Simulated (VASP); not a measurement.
# Si2Mo (w03) (I4/mmm) in VASP: density of states with PBE

Aim: the density of states of Si2Mo (w03) with PBE.

All numbers are computed with VASP 6.6.1; they aren't measurements. Logs are shortened: lines on timing, memory, paths and dates and some standing lists are left out, and cuts for length are marked.

### 1 The cell of the first run

It takes space group I4/mmm (No. 139, tetragonal). Conventional cell: a = 3.217 Å, b = 3.217 Å, c = 7.875 Å, α = 90.00°, β = 90.00°, γ = 90.00°. Within 3.4 Å of Si (site symmetry 4mm) lie 9 Si at 2.60 to 3.22 Å and 5 Mo at 2.62 to 2.64 Å. Mo (site symmetry 4/mmm) has 10 Si at 2.62 to 2.64 Å and 4 Mo at 3.22 Å within 3.5 Å.

### 2 Density of states, PBE

The input, POSCAR:

```
Si2Mo
1.0
   -1.6083267048      1.6083267048      3.9375522399
    1.6083267048     -1.6083267048      3.9375522399
    1.6083267048      1.6083267048     -3.9375522399
Si Mo
2 1
Direct
    0.3350545159      0.3350545159      0.0000000000
    0.6649454841      0.6649454841      0.0000000000
    0.0000000000      0.0000000000      0.0000000000
```

The input, INCAR.step1:

```
SYSTEM = Si2Mo
  PREC = Accurate
  ENCUT = 520
  EDIFF = 1E-7
  ISMEAR = 0
  SIGMA = 0.3
  LREAL = .FALSE.
  LASPH = .TRUE.
  NELM = 100
  ALGO = Normal
  ISIF = 2
  LWAVE = .FALSE.
  LCHARG = .TRUE.
  LMAXMIX = 4
  GGA = PE
  NBANDS = 18
```

The input, KPOINTS.step1:

```
regular mesh
0
G
  18 18 18
  0 0 0
```

The input, INCAR.step2:

```
SYSTEM = Si2Mo
  PREC = Accurate
  ENCUT = 520
  EDIFF = 1E-7
  ISMEAR = -5
  SIGMA = 0.3
  LREAL = .FALSE.
  LASPH = .TRUE.
  NELM = 100
  ALGO = Normal
  ISIF = 2
  LWAVE = .FALSE.
  LCHARG = .FALSE.
  LMAXMIX = 4
  GGA = PE
  LORBIT = 11
  NBANDS = 18
  NEDOS = 2001
  ICHARG = 11
```

The input, KPOINTS.step2:

```
regular mesh
0
G
  27 27 27
  0 0 0
```

Potentials or basis: VASP PAW PBE potentials, release 64 (Si, Mo_sv).

Started as:

```sh
> cat potpaw_PBE.64/Si/POTCAR potpaw_PBE.64/Mo_sv/POTCAR > POTCAR
> cp INCAR.step1 INCAR
> cp KPOINTS.step1 KPOINTS
> mpirun -np 1 vasp_std > vasp.out
> cp INCAR.step2 INCAR
> cp KPOINTS.step2 KPOINTS
> mpirun -np 1 vasp_std > vasp.out
```

OUTCAR:

```text
SYSTEM = Si2Mo
   PREC = Accurate
   ENCUT = 520
   EDIFF = 1E-7
   ISMEAR = -5
   LREAL = .FALSE.
   LASPH = .TRUE.
   NELM = 100
   ISIF = 2
   GGA = PE
   LORBIT = 11
   ICHARG = 11

 ion  position               nearest neighbor table
   1  0.335  0.335  0.000-   2 2.60   3 2.62   3 2.62   3 2.62   3 2.62   3 2.64   2 2.64   2 2.64
                             2 2.64   2 2.64
   2  0.665  0.665  0.000-   1 2.60   3 2.62   3 2.62   3 2.62   3 2.62   3 2.64   1 2.64   1 2.64
                             1 2.64   1 2.64
   3  0.000  0.000  0.000-   2 2.62   2 2.62   1 2.62   2 2.62   1 2.62   1 2.62   2 2.62   1 2.62
                             1 2.64   2 2.64

  LATTYP: Found a body centered tetragonal cell.
 ALAT       =     3.2166534096
 C/A-ratio  =     2.4482290993

  Lattice vectors:

 A1 = (  -1.6083267048,   1.6083267048,   3.9375522399)
 A2 = (   1.6083267048,  -1.6083267048,   3.9375522399)
 A3 = (   1.6083267048,   1.6083267048,  -3.9375522399)

Analysis of symmetry for initial positions (statically):
=====================================================================
 Subroutine PRICEL returns:
 Original cell was already a primitive cell.

 Routine SETGRP: Setting up the symmetry group for a
 body centered tetragonal supercell.

 Subroutine GETGRP returns: Found 16 space group operations
 (whereof 16 operations were pure point group operations)
 out of a pool of 16 trial point group operations.

The static configuration has the point symmetry D_4h.

Analysis of symmetry for dynamics (positions and initial velocities):
=====================================================================
 Subroutine PRICEL returns:
 Original cell was already a primitive cell.

 Routine SETGRP: Setting up the symmetry group for a
 body centered tetragonal supercell.

 Subroutine GETGRP returns: Found 16 space group operations
 (whereof 16 operations were pure point group operations)
 out of a pool of 16 trial point group operations.

The dynamic configuration has the point symmetry D_4h.

 Subroutine INISYM returns: Found 16 space group operations
 (whereof 16 operations are pure point group operations),
 and found     1 'primitive' translations

----------------------------------------------------------------------------------------

                                     Primitive cell

  volume of cell :      40.7413

[... 99 lines left out ...]
   ISYM   =      2    0-nonsym 1-usesym 2-fastsym
   POTIM  = 0.5000    time-step for ionic-motion
   TEBEG  =    0.0;   TEEND  =   0.0 temperature during run
   PSTRESS=    0.0 pullay stress
   NELECT =      22.0000    total number of electrons
   NUPDOWN=      -1.0000    fix difference up-down
   EMIN   =  10.00;   EMAX   =-10.00  energy-range for DOS
   EFERMI =   0.00;   METHOD = LEGACY
   ISMEAR =    -5;   SIGMA  =   0.30  broadening in eV -4-tet -1-fermi 0-gaus
   EFERMI_NEDOS =   21; number of points for ismear=-14 and -15
   IALGO  =     38    algorithm
   IMIX   =      4    mixing-type and parameters
     AMIX     =   0.40;   BMIX     =  1.00
     AMIX_MAG =   1.60;   BMIX_MAG =  1.00
  volume/ion in A,a.u.               =      13.58        91.65
  Fermi-wavevector in a.u.,A,eV,Ry     =   1.333125  2.519240 24.180565  1.777221
  Thomas-Fermi vector in A             =   2.462007
   LORBIT       =     11    0 simple, 1 ext, 2 COOP (PROOUT), +10 PAW based schemes
   GGA     = PE    functional components
   LHFCALC =     F    Hartree Fock is set to
   AEXX    =    0.0000 exact exchange contribution
   IVDW    =     0    specifies the selected vdW correction
   LEPSILON=     F    determine dielectric tensor
   LRPA    =     F    only Hartree local field effects (RPA)
 non-spin polarized calculation
 Fermi weights with tetrahedron method with Bloechl corrections
  energy-cutoff  :      520.00
  volume of cell :       40.74
 maximum number of plane-waves:      1134
 NGX is ok and might be reduce to    36

 number of electron      22.0000000 magnetization

 Free energy of the ion-electron system (eV)
  ---------------------------------------------------
  ext. energy  EPLUGINS =         0.00000000
  ---------------------------------------------------
  free energy    TOTEN  =       -23.26153532 eV

  energy without entropy =      -23.26153532  energy(sigma->0) =      -23.26153532

 E-fermi :  12.0641     XC(G=0): -12.3686

 val. band max:       12.0744382919   @ k =  -0.2593  -0.2963   0.2222
 cond. band min:      12.0497452880   @ k =  -0.4815  -0.4815   0.2963
 fundamental gap:     -0.0246930039
 Fermi energy:        12.0641376572

 k-point     1 :       0.0000    0.0000    0.0000
  band No.  band energies     occupation
      1     -48.6665      2.00000
      2     -22.8085      2.00000
      3     -22.7402      2.00000
      4     -22.7402      2.00000
      5      -1.2508      2.00000
      6       5.7644      2.00000
[... 481 lines left out ...]
      5       1.0972      2.00000
      6       4.1581      2.00000
[... 10 lines left out ...]
     17      18.7577      0.00000
     18      20.6279      0.00000

 [... further k-points ...]

------------------------ aborting loop because EDIFF is reached ----------------------------------------

  FORCE on cell =-STRESS in cart. coord.  units (eV):
  Direction    XX          YY          ZZ          XY          YZ          ZX
  --------------------------------------------------------------------------------------
  -------------------------------------------------------------------------------------
  Total        0.0676067      0.0676067      0.0321252      0.0000000      0.0000000      0.0000000
  in kB        2.6586772      2.6586772      1.2633439      0.0000000      0.0000000      0.0000000
  external PRESSURE =       2.1935661 kB  Pullay stress =       0.0000000 kB

 VOLUME and BASIS-vectors are now :
 -----------------------------------------------------------------------------
  energy-cutoff  :      520.00
  volume of cell :       40.74
      direct lattice vectors                 reciprocal lattice vectors
    -1.608326705  1.608326705  3.937552240     0.000000000  0.310882110  0.126982442
     1.608326705 -1.608326705  3.937552240     0.310882110  0.000000000  0.126982442
     1.608326705  1.608326705 -3.937552240     0.310882110  0.310882110  0.000000000

 POSITION                                       TOTAL-FORCE (eV/Angst)
 -----------------------------------------------------------------------------------
      0.00000      0.00000      2.63859         0.000000      0.000000      0.012041
      0.00000      0.00000      5.23652        -0.000000     -0.000000     -0.012041
      0.00000      0.00000      0.00000         0.000000      0.000000      0.000000
 -----------------------------------------------------------------------------------
    total drift:                               -0.000000      0.000000     -0.000000

  FREE ENERGIE OF THE ION-ELECTRON SYSTEM (eV)
  ---------------------------------------------------
  free  energy   TOTEN  =       -23.2615353241 eV

  energy  without entropy=      -23.2615353241  energy(sigma->0) =      -23.26153532

 total charge

# of ion       s       p       d       tot
------------------------------------------
    1        0.741   0.869   0.000   1.610
    2        0.741   0.869   0.000   1.610
    3        2.281   6.202   4.163  12.646
--------------------------------------------------
tot          3.764   7.940   4.163  15.867
```

OSZICAR.step1:

```text
N       E                     dE             d eps       ncg     rms          rms(c)
DAV:   1     0.119821164163E+03    0.11982E+03   -0.11266E+04 17296   0.116E+03
DAV:   2    -0.211375127203E+02   -0.14096E+03   -0.13822E+03 20656   0.296E+02
DAV:   3    -0.241701953810E+02   -0.30327E+01   -0.29996E+01 21574   0.388E+01
DAV:   4    -0.241871980208E+02   -0.17003E-01   -0.16984E-01 20416   0.316E+00
DAV:   5    -0.241873157691E+02   -0.11775E-03   -0.11774E-03 20258   0.276E-01    0.209E+01
DAV:   6    -0.234401826101E+02    0.74713E+00   -0.60598E+00 18228   0.158E+01    0.452E+00
DAV:   7    -0.233034229460E+02    0.13676E+00   -0.96452E-01 18028   0.584E+00    0.438E+00
DAV:   8    -0.232683118229E+02    0.35111E-01   -0.10115E-01 18734   0.235E+00    0.463E-01
DAV:   9    -0.232676166025E+02    0.69522E-03   -0.20492E-03 20936   0.359E-01    0.258E-01
DAV:  10    -0.232675722292E+02    0.44373E-04   -0.56207E-04 19236   0.199E-01    0.541E-02
DAV:  11    -0.232675580798E+02    0.14149E-04   -0.18387E-04 18802   0.101E-01    0.422E-02
DAV:  12    -0.232675553903E+02    0.26896E-05   -0.24304E-05 18480   0.346E-02    0.824E-03
DAV:  13    -0.232675548409E+02    0.54932E-06   -0.10311E-06 18834   0.856E-03    0.227E-03
DAV:  14    -0.232675546679E+02    0.17306E-06   -0.38375E-08  9898   0.131E-03    0.580E-04
DAV:  15    -0.232675546366E+02    0.31306E-07   -0.43533E-09  9424   0.455E-04
   1 F= -.23267555E+02 E0= -.23260636E+02  d E =-.138377E-01
```

Run time: 37 min. Hardware: 1 thread of AMD EPYC 7R43 (Zen 3), shared host; peak memory 1 GiB.

Results:

| Property | Result |
| --- | --- |
| Valence electrons inside the program's atomic spheres | Si 1.61; Mo 12.65 |

Caveat: tetrahedron occupations give inexact forces and stress in metals.
